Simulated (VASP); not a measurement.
# Pt (P2_1/m) in VASP: further runs

Runs on Pt. Level: LDA. Tasks: single point.

Program: VASP 6.6.1. These are calculated values, not measurements. Logs are shortened: lines on timing, memory, paths and dates and some standing lists are left out, and cuts for length are marked.

## Step 1: The cell of the first run

Symmetry: P2_1/m, No. 11, monoclinic system. The conventional cell has a = 2.708 Å, b = 4.677 Å, c = 2.708 Å, α = 90.00°, β = 120.00°, γ = 90.00°. Within 3.6 Å of Pt (site symmetry m) lie 12 Pt at 2.70 to 2.91 Å.

## Step 2: Single point, LDA (mode 1 frozen in at -0.104 Å and mode 2 at +0.026 Å (largest displacements))

INCAR

```
SYSTEM = Pt
  PREC = Accurate
  ENCUT = 520
  EDIFF = 1E-6
  ISMEAR = 0
  SIGMA = 0.15
  LREAL = .False.
  LASPH = .True.
  NELM = 100
  ALGO = Fast
  ISIF = 2
  LWAVE = .False.
  LCHARG = .False.
  GGA = CA
  NBANDS = 28
```

KPOINTS

```
Automatic mesh
0
Gamma
  18 18 6
  0 0 0
```

POSCAR

```
Pt
1.0
    2.7082945870      0.0000000000      0.0000000000
   -1.3541472935      2.3454519133      0.0000000000
    0.0000000000      0.0000000000      9.3530207388
Pt
4
Direct
    0.6338087592      0.3444186171      0.3750000000
    0.6338087592      0.3444186171      0.8750000000
    0.3661912408      0.6555813829      0.1250000000
    0.3661912408      0.6555813829      0.6250000000
```

Potentials or basis: VASP PAW LDA potentials, release 64 (Pt).

Command:

```sh
$ cat potpaw_LDA.64/Pt/POTCAR > POTCAR
$ mpirun -np 1 vasp_std > vasp.out
```

OUTCAR:

```text
SYSTEM = Pt
   PREC = Accurate
   ENCUT = 520
   EDIFF = 1E-6
   ISMEAR = 0
   LREAL = .False.
   LASPH = .True.
   NELM = 100
   ISIF = 2
   GGA = CA

 ion  position               nearest neighbor table
   1  0.634  0.344  0.375-   3 2.70   4 2.70   3 2.85   4 2.85   3 2.91   4 2.91
   2  0.634  0.344  0.875-   3 2.70   4 2.70   3 2.85   4 2.85   3 2.91   4 2.91
   3  0.366  0.656  0.125-   1 2.70   2 2.70   1 2.85   2 2.85   1 2.91   2 2.91
   4  0.366  0.656  0.625-   1 2.70   2 2.70   1 2.85   2 2.85   1 2.91   2 2.91

  LATTYP: Found a hexagonal cell.
 ALAT       =     2.7082945870
 C/A-ratio  =     3.4534724486

  Lattice vectors:

 A1 = (   2.7082945870,   0.0000000000,   0.0000000000)
 A2 = (  -1.3541472935,   2.3454519133,   0.0000000000)
 A3 = (   0.0000000000,   0.0000000000,   9.3530207388)

Analysis of symmetry for initial positions (statically):
=====================================================================
 Subroutine PRICEL returns following result:

  LATTYP: Found a hexagonal cell.
 ALAT       =     2.7082945870
 C/A-ratio  =     1.7267362243

  Lattice vectors:

 A1 = (   2.7082945870,   0.0000000000,   0.0000000000)
 A2 = (  -1.3541472935,   2.3454519133,   0.0000000000)
 A3 = (   0.0000000000,   0.0000000000,   4.6765103694)

   2 primitive cells build up your supercell.

 Routine SETGRP: Setting up the symmetry group for a
 hexagonal supercell.

 Subroutine GETGRP returns: Found  4 space group operations
 (whereof  2 operations were pure point group operations)
 out of a pool of 24 trial point group operations.

The static configuration has the point symmetry S_2 .
 The point group associated with its full space group is C_2h.

Analysis of symmetry for dynamics (positions and initial velocities):
=====================================================================
 Subroutine PRICEL returns following result:

  LATTYP: Found a hexagonal cell.
 ALAT       =     2.7082945870
 C/A-ratio  =     1.7267362243

  Lattice vectors:

 A1 = (   2.7082945870,   0.0000000000,   0.0000000000)
 A2 = (  -1.3541472935,   2.3454519133,   0.0000000000)
 A3 = (   0.0000000000,   0.0000000000,   4.6765103694)

   2 primitive cells build up your supercell.

 Routine SETGRP: Setting up the symmetry group for a
 hexagonal supercell.

 Subroutine GETGRP returns: Found  4 space group operations
 (whereof  2 operations were pure point group operations)
 out of a pool of 24 trial point group operations.

The dynamic configuration has the point symmetry S_2 .
 The point group associated with its full space group is C_2h.

 Subroutine INISYM returns: Found  4 space group operations
 (whereof  2 operations are pure point group operations),
 and found     2 'primitive' translations

----------------------------------------------------------------------------------------

                                     Primitive cell

  volume of cell :      29.7060

  direct lattice vectors                    reciprocal lattice vectors
     2.708294587  0.000000000  0.000000000     0.369236052  0.213178534  0.000000000
    -1.354147294  2.345451913  0.000000000     0.000000000  0.426357068  0.000000000
     0.000000000  0.000000000  4.676510369     0.000000000  0.000000000  0.213834659

  length of vectors
     2.708294587  2.708294587  4.676510369     0.426357068  0.426357068  0.213834659

  position of ions in fractional coordinates (direct lattice)
     0.633808759  0.344418617  0.750000000
     0.366191241  0.655581383  0.250000000

  ion indices of the primitive-cell ions
   primitive index   ion index
                 1           1
                 2           3

----------------------------------------------------------------------------------------

 KPOINTS: Automatic mesh

Automatic generation of k-mesh.
 Grid dimensions read from file:
 generate k-points for:   18   18    6

 Generating k-lattice:

  Cartesian coordinates                     Fractional coordinates (reciprocal lattice)
     0.020513114  0.011843252  0.000000000     0.055555556  0.000000000  0.000000000
     0.000000000  0.023686504  0.000000000     0.000000000  0.055555556  0.000000000
     0.000000000  0.000000000  0.017819555     0.000000000  0.000000000  0.166666667

  Length of vectors
     0.023686504  0.023686504  0.017819555

  Shift w.r.t. Gamma in fractional coordinates (k-lattice)
     0.000000000  0.000000000  0.000000000

 Subroutine IBZKPT returns following result:
 ===========================================

 Found    656 irreducible k-points:

 Following reciprocal coordinates:
            Coordinates               Weight
  0.000000  0.000000  0.000000      1.000000
  0.055556  0.000000  0.000000      2.000000
  0.000000  0.055556  0.000000      2.000000
 -0.055556  0.055556  0.000000      2.000000
  0.111111  0.000000  0.000000      2.000000
  0.000000  0.111111  0.000000      2.000000
[... 16 lines left out ...]
  0.444444 -0.000000  0.000000      2.000000
  0.000000  0.444444  0.000000      2.000000
 [... further k-points ...]
   k-points           NKPTS =    656   k-points in BZ     NKDIM =    656   number of bands    NBANDS=     28
   number of dos      NEDOS =    301   number of ions     NIONS =      4
   total plane-waves  NPLWV =  28000
   dimension x,y,z NGX =    20 NGY =   20 NGZ =   70
   dimension x,y,z NGXF=    40 NGYF=   40 NGZF=  140
   ions per type =               4
   NGX,Y,Z   is equivalent  to a cutoff of  12.28, 12.28, 12.44 a.u.
   NGXF,Y,Z  is equivalent  to a cutoff of  24.55, 24.55, 24.88 a.u.
 SYSTEM =  Pt
   PREC   = accura    normal or accurate (medium, high low for compatibility)
   ISTART =      0    job   : 0-new  1-cont  2-samecut
   ICHARG =      2    charge: 1-file 2-atom 10-const
   ISPIN  =      1    spin polarized calculation?
   LNONCOLLINEAR =      F non collinear calculations
   LSORBIT =      F    spin-orbit coupling
   LASPH  =      T    aspherical Exc in radial PAW
   ENCUT  =  520.0 eV  38.22 Ry    6.18 a.u.   5.04  5.04 17.39*2*pi/ulx,y,z
   NELM   =    100;   NELMIN=  2; NELMDL= -5     # of ELM steps
   EDIFF  = 0.1E-05   stopping-criterion for ELM
   LREAL  =      F    real-space projection
   EDIFFG = 0.1E-04   stopping-criterion for IOM
   NSW    =      0    number of steps for IOM
   IBRION =     -1    ionic relax: 0-MD 1-quasi-New 2-CG
   NFREE  =      0    steps in history (QN), initial steepest desc. (CG)
   ISIF   =      2    stress and relaxation
   ISYM   =      2    0-nonsym 1-usesym 2-fastsym
   POTIM  = 0.5000    time-step for ionic-motion
   TEBEG  =    0.0;   TEEND  =   0.0 temperature during run
   PSTRESS=    0.0 pullay stress
   NELECT =      40.0000    total number of electrons
   NUPDOWN=      -1.0000    fix difference up-down
   EMIN   =  10.00;   EMAX   =-10.00  energy-range for DOS
   EFERMI =   0.00;   METHOD = LEGACY
   ISMEAR =     0;   SIGMA  =   0.15  broadening in eV -4-tet -1-fermi 0-gaus
   EFERMI_NEDOS =   21; number of points for ismear=-14 and -15
   IALGO  =     68    algorithm
   IMIX   =      4    mixing-type and parameters
     AMIX     =   0.40;   BMIX     =  1.00
     AMIX_MAG =   1.60;   BMIX_MAG =  1.00
  volume/ion in A,a.u.               =      14.85       100.23
  Fermi-wavevector in a.u.,A,eV,Ry     =   1.434840  2.711454 28.011198  2.058765
  Thomas-Fermi vector in A             =   2.554204
   LORBIT       =      0    0 simple, 1 ext, 2 COOP (PROOUT), +10 PAW based schemes
   GGA     = CA    functional components
   LHFCALC =     F    Hartree Fock is set to
   AEXX    =    0.0000 exact exchange contribution
   IVDW    =     0    specifies the selected vdW correction
   LEPSILON=     F    determine dielectric tensor
   LRPA    =     F    only Hartree local field effects (RPA)
 non-spin polarized calculation
 RMM-DIIS sequential band-by-band and
 Gauss-broadening in eV      SIGMA  =   0.15
  energy-cutoff  :      520.00
  volume of cell :       59.41
 maximum number of plane-waves:      1629
   NGX = 11   NGY = 11   NGZ = 35

 number of electron      40.0000002 magnetization

 Free energy of the ion-electron system (eV)
  ---------------------------------------------------
  ext. energy  EPLUGINS =         0.00000000
  ---------------------------------------------------
  free energy    TOTEN  =       -29.78702575 eV

  energy without entropy =      -29.72038451  energy(sigma->0) =      -29.75370513

 E-fermi :  11.4122     XC(G=0): -13.7696

 val. band max:       11.4118289278   @ k =  -0.3889  -0.4444   0.5000
 cond. band min:      11.4126430785   @ k =  -0.3889   0.2222   0.1667
 fundamental gap:      0.0008141507
 Fermi energy:        11.4121847633

 k-point     1 :       0.0000    0.0000    0.0000
  band No.  band energies     occupation
      1       1.0216      2.00000
      2       2.8575      2.00000
      3       2.8575      2.00000
      4       3.7355      2.00000
      5       6.8952      2.00000
      6       6.9772      2.00000
[... 20 lines left out ...]
     27      23.8247      0.00000
     28      26.3594      0.00000

 k-point     2 :       0.0556    0.0000    0.0000
  band No.  band energies     occupation
      1       1.1394      2.00000
      2       2.9729      2.00000
      3       2.9729      2.00000
      4       3.8421      2.00000
      5       6.9122      2.00000
      6       6.9240      2.00000
[... 20 lines left out ...]
     27      23.9128      0.00000
     28      26.5714      0.00000

 k-point     3 :       0.0000    0.0556    0.0000
  band No.  band energies     occupation
      1       1.1402      2.00000
      2       2.9739      2.00000
      3       2.9739      2.00000
      4       3.8455      2.00000
      5       6.9106      2.00000
      6       6.9107      2.00000
[... 20 lines left out ...]
     27      23.9054      0.00000
     28      26.5582      0.00000

 k-point     4 :      -0.0556    0.0556    0.0000
  band No.  band energies     occupation
      1       1.1415      2.00000
      2       2.9757      2.00000
      3       2.9757      2.00000
      4       3.8508      2.00000
      5       6.8879      2.00000
      6       6.8944      2.00000
[... 578 lines left out ...]
     27      20.6857      0.00000
     28      20.6857      0.00000

 k-point    23 :       0.4444   -0.0000    0.0000
  band No.  band energies     occupation
      1       4.2245      2.00000
      2       4.3769      2.00000
      3       4.3769      2.00000
      4       4.4227      2.00000
      5       4.9921      2.00000
      6       5.7397      2.00000
[... 20 lines left out ...]
     27      18.7525      0.00000
     28      19.3109      0.00000

 k-point    24 :       0.0000    0.4444    0.0000
  band No.  band energies     occupation
      1       4.3064      2.00000
      2       4.3064      2.00000
      3       4.3554      2.00000
      4       4.4966      2.00000
      5       5.1326      2.00000
      6       5.6584      2.00000
[... 20 lines left out ...]
     27      18.9257      0.00000
     28      19.9330      0.00000

 [... further k-points ...]

------------------------ aborting loop because EDIFF is reached ----------------------------------------

  FORCE on cell =-STRESS in cart. coord.  units (eV):
  Direction    XX          YY          ZZ          XY          YZ          ZX
  --------------------------------------------------------------------------------------
  -------------------------------------------------------------------------------------
  Total        0.7541049      0.1800565      0.9988528     -0.4045568      0.0000000      0.0000000
  in kB       20.3361156      4.8556244     26.9362884    -10.9097749      0.0000000      0.0000000
  external PRESSURE =      17.3760095 kB  Pullay stress =       0.0000000 kB

 VOLUME and BASIS-vectors are now :
 -----------------------------------------------------------------------------
  energy-cutoff  :      520.00
  volume of cell :       59.41
      direct lattice vectors                 reciprocal lattice vectors
     2.708294587  0.000000000  0.000000000     0.369236052  0.213178534  0.000000000
    -1.354147294  2.345451913  0.000000000     0.000000000  0.426357068  0.000000000
     0.000000000  0.000000000  9.353020739     0.000000000  0.000000000  0.106917329

 POSITION                                       TOTAL-FORCE (eV/Angst)
 -----------------------------------------------------------------------------------
      1.25015      0.80782      3.50738         0.077420     -0.132380      0.000000
      1.25015      0.80782      8.18389         0.077420     -0.132380      0.000000
      0.10400      1.53763      1.16913        -0.077420      0.132380     -0.000000
      0.10400      1.53763      5.84564        -0.077420      0.132380     -0.000000
 -----------------------------------------------------------------------------------
    total drift:                               -0.000000      0.000000      0.000000

  FREE ENERGIE OF THE ION-ELECTRON SYSTEM (eV)
  ---------------------------------------------------
  free  energy   TOTEN  =       -29.7870257527 eV

  energy  without entropy=      -29.7203845067  energy(sigma->0) =      -29.75370513
```

It took 23 min on 1 thread of Intel Xeon Platinum 8375C at 2.90GHz (Ice Lake), shared host; peak memory 0.79 GiB.

What came out:

```
Free energy            : -29.7870 eV
Pressure               : 1.7 GPa
Largest force          : 0.153 eV/Å
Band gap on the k mesh : zero (band 20 reaches 12.04 eV, above the bottom of band 21 at 10.59 eV)
```

Forces in eV/Å, atoms in the order of the input:
```
Pt   0.077 -0.132  0.000
Pt   0.077 -0.132  0.000
Pt  -0.077  0.132  0.000
Pt  -0.077  0.132  0.000
```

Stress tensor (GPa, compression positive):
```
 2.03 -1.09  0.00
-1.09  0.49  0.00
 0.00  0.00  2.69
```

Caveat: the cell differs from its parent crystal (mode 1 frozen in at -0.104 Å and mode 2 at +0.026 Å (largest displacements)); spin-orbit coupling is left out, which moves the levels of the heavy elements.

## Step 3: Single point, LDA (mode 1 frozen in at -0.026 Å and mode 2 at -0.130 Å (largest displacements))

INCAR

```
SYSTEM = Pt
PREC = Accurate
ENCUT = 520
EDIFF = 1E-7
ISMEAR = 0
SIGMA = 0.15
LREAL = .FALSE.
LASPH = .TRUE.
NELM = 80
ALGO = Fast
ISIF = 2
LWAVE = .FALSE.
LCHARG = .FALSE.
NBANDS = 28
```

KPOINTS

```
regular mesh
0
G
  18 18 6
  0 0 0
```

POSCAR

```
Pt
1.0
    2.7082945870      0.0000000000      0.0000000000
   -1.3541472935      2.3454519133      0.0000000000
    0.0000000000      0.0000000000      9.3530207388
Pt
4
Direct
    0.6293533199      0.2779069145      0.3750000000
    0.6293533199      0.2779069145      0.8750000000
    0.3706466801      0.7220930855      0.1250000000
    0.3706466801      0.7220930855      0.6250000000
```

Potentials or basis: VASP PAW LDA potentials, release 64 (Pt).

Command:

```sh
$ cat potpaw_LDA.64/Pt/POTCAR > POTCAR
$ mpirun -np 1 vasp_std > vasp.out
```

Run time: 12 min. Hardware: 1 thread of AMD EPYC 9R45 (Zen 5), shared host; peak memory 0.76 GiB.

Results (log left out):

| Quantity | Value |
| --- | --- |
| Free energy | -29.7671 eV |
| Pressure | 1.9 GPa |
| Largest force | 0.227 eV/Å |
| Band gap on the k mesh | zero (band 20 reaches 12.06 eV, above the bottom of band 21 at 10.57 eV) |

Forces in eV/Å, atoms in the order of the input:
```
Pt  -0.073  0.215  0.000
Pt  -0.073  0.215  0.000
Pt   0.073 -0.215  0.000
Pt   0.073 -0.215  0.000
```

Stress tensor (GPa, compression positive):
```
-0.73  0.11  0.00
 0.11  2.62  0.00
 0.00  0.00  3.86
```

Levels at points of the mesh, in eV from the Fermi level:
| k point | band 18 | band 19 | band 20 | band 21 | band 22 | band 23 |
| --- | --- | --- | --- | --- | --- | --- |
| (0.00, 0.00, 0.00) | -1.05 | -1.05 | -0.96 | -0.85 | -0.74 | -0.74 |
| (0.50, 0.00, 0.00) | 0.44 | 0.45 | 0.45 | 1.95 | 2.23 | 2.23 |
| (0.00, 0.50, 0.00) | 0.43 | 0.43 | 0.64 | 0.90 | 0.90 | 3.00 |
| (0.50, 0.50, 0.00) | 0.45 | 0.45 | 0.48 | 1.96 | 1.96 | 2.17 |
| (0.00, 0.00, 0.50) | -1.95 | -1.12 | -1.12 | -0.73 | -0.73 | -0.20 |
| (0.50, 0.00, 0.50) | 0.44 | 0.44 | 0.44 | 0.84 | 0.84 | 3.82 |
| (0.00, 0.50, 0.50) | 0.28 | 0.58 | 0.58 | 2.13 | 2.13 | 2.76 |
| (0.50, 0.50, 0.50) | 0.41 | 0.47 | 0.47 | 1.12 | 1.12 | 3.61 |

Caveat: the cell differs from its parent crystal (mode 1 frozen in at -0.026 Å and mode 2 at -0.130 Å (largest displacements)); spin-orbit coupling is left out, which moves the levels of the heavy elements.

## Step 4: Single point, LDA (mode 1 frozen in at -0.130 Å and mode 2 at +0.130 Å (largest displacements))

INCAR

```
SYSTEM = Pt
ALGO = Fast
EDIFF = 1E-7
ENCUT = 520
GGA = CA
ISIF = 2
ISMEAR = 0
LASPH = .TRUE.
LCHARG = .FALSE.
LREAL = .FALSE.
LWAVE = .FALSE.
NBANDS = 28
NELM = 60
PREC = Accurate
SIGMA = 0.15
```

KPOINTS

```
k-points
0
G
  18 18 6
  0 0 0
```

POSCAR

```
Pt
1.0
    2.7082945870      0.0000000000      0.0000000000
   -1.3541472935      2.3454519133      0.0000000000
    0.0000000000      0.0000000000      9.3530207388
Pt
4
Direct
    0.6463791893      0.3887597521      0.3750000000
    0.6463791893      0.3887597521      0.8750000000
    0.3536208107      0.6112402479      0.1250000000
    0.3536208107      0.6112402479      0.6250000000
```

Command:

```sh
$ cat potpaw_LDA.64/Pt/POTCAR > POTCAR
$ mpirun -np 1 vasp_std > vasp.out
```

Run time: 19 min. Hardware: 1 thread of Intel Xeon Platinum 8259CL at 2.50GHz (Skylake/Cascade Lake), shared host; peak memory 0.79 GiB.

The run converged. Its results:

| Quantity | Value |
| --- | --- |
| Free energy | -29.7212 eV |
| Pressure | 3.0 GPa |
| Largest force | 0.395 eV/Å |
| Band gap on the k mesh | zero (band 20 reaches 12.06 eV, above the bottom of band 21 at 10.47 eV) |

Forces in eV/Å, atoms in the order of the input:
```
Pt   0.391 -0.057  0.000
Pt   0.391 -0.057  0.000
Pt  -0.391  0.057  0.000
Pt  -0.391  0.057  0.000
```

Stress tensor (GPa, compression positive):
```
 1.74 -1.83  0.00
-1.83  0.11  0.00
 0.00  0.00  7.15
```

Levels at points of the mesh, in eV from the Fermi level:
```
           k point  band 16  band 17  band 18  band 19  band 20  band 21  band 22  band 23  band 24  band 25
(0.00, 0.00, 0.00)    -2.53    -1.14    -1.11    -1.08    -1.08    -0.95    -0.75    -0.75     0.14     5.31
(0.50, 0.00, 0.00)    -0.65     0.39     0.44     0.44     0.46     2.01     2.01     2.15     4.12     6.67
(0.00, 0.50, 0.00)    -0.29     0.39     0.45     0.45     0.46     1.75     2.48     2.48     4.45     6.24
(0.50, 0.50, 0.00)     0.27     0.27     0.43     0.43     0.62     0.62     0.65     3.13     3.19     7.41
(0.00, 0.00, 0.50)    -2.89    -1.97    -1.97    -0.94    -0.94    -0.92    -0.92    -0.20    -0.20     8.05
(0.50, 0.00, 0.50)    -0.47     0.41     0.41     0.46     0.46     1.13     1.13     3.63     3.63     6.94
(0.00, 0.50, 0.50)     0.01     0.42     0.42     0.47     0.47     0.65     0.65     4.01     4.01     6.50
(0.50, 0.50, 0.50)    -0.69     0.27     0.27     0.58     0.58     2.40     2.40     2.53     2.53     7.93
```

Caveat: the cell differs from its parent crystal (mode 1 frozen in at -0.130 Å and mode 2 at +0.130 Å (largest displacements)); spin-orbit coupling is left out, which moves the levels of the heavy elements.

[end of part 1 of 2]
